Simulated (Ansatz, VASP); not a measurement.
P: VASP beside Ansatz

Contents of INCAR:

```
SYSTEM = P
ALGO = Normal ; EDIFF = 1E-6
ENCUT = 520 ; GGA = RE
ISIF = 2 ; ISMEAR = -1
LASPH = .TRUE. ; LCHARG = .FALSE.
LREAL = .FALSE. ; LWAVE = .FALSE.
NBANDS = 8 ; NELM = 100
PREC = Accurate ; SIGMA = 0.1
```

KPOINTS

```
k-points
0
G
  14 14 14
  0 0 0
```

File POSCAR:

```
P
1.0
    2.4850479064      0.0000000000      0.0000000000
    0.0000000000      2.4850479064      0.0000000000
    0.0000000000      0.0000000000      2.4850479064
P
1
Direct
    0.0000000000      0.0000000000      0.0000000000
```

Input for Ansatz:

```yaml
crystal:
  lattice:
    - [2.4850479064, 0.0, 0.0]
    - [0.0, 2.4850479064, 0.0]
    - [0.0, 0.0, 2.4850479064]
  atoms:
    - { symbol: P, position: [0.0, 0.0, 0.0] }
hamiltonian:
  xc: revpbe
  pseudopotentials:
    kind: paw
    azcp:
      P: "pseudopotentials/P.paw.azcp"
basis:
  ecutwfc: 420
  fft_grid_basis: typed
kpoints:
  mp_grid: { grid: [14, 14, 14], shift: [0, 0, 0] }
magnetization:
  spin_polarized: false
scf:
  occupations: { method: fermi_dirac, width: 0.1 }
  lower_state_search: "off"
output:
  stress: true
```

Alike in both runs: task single point; functional revPBE; k mesh 14 × 14 × 14; occupations fermi-dirac, width 0.1 eV; no spin polarisation.

|  | VASP | Ansatz |
| --- | --- | --- |
| version | VASP 6.6.1 | Ansatz 0.2.0 |
| potentials or method | VASP PAW PBE potentials, release 64 (P), cutoff 520 eV | plane waves (420 eV) with PAW, scalar-relativistic |
| valence electrons in the cell | 5 | 5 |

Ansatz gave:

```
pressure (GPa) : -2.9
```

Q: Estimate VASP's values.

A: Pressure (GPa): -3.4.

VASP's potentials were made for PBE, not for revPBE.
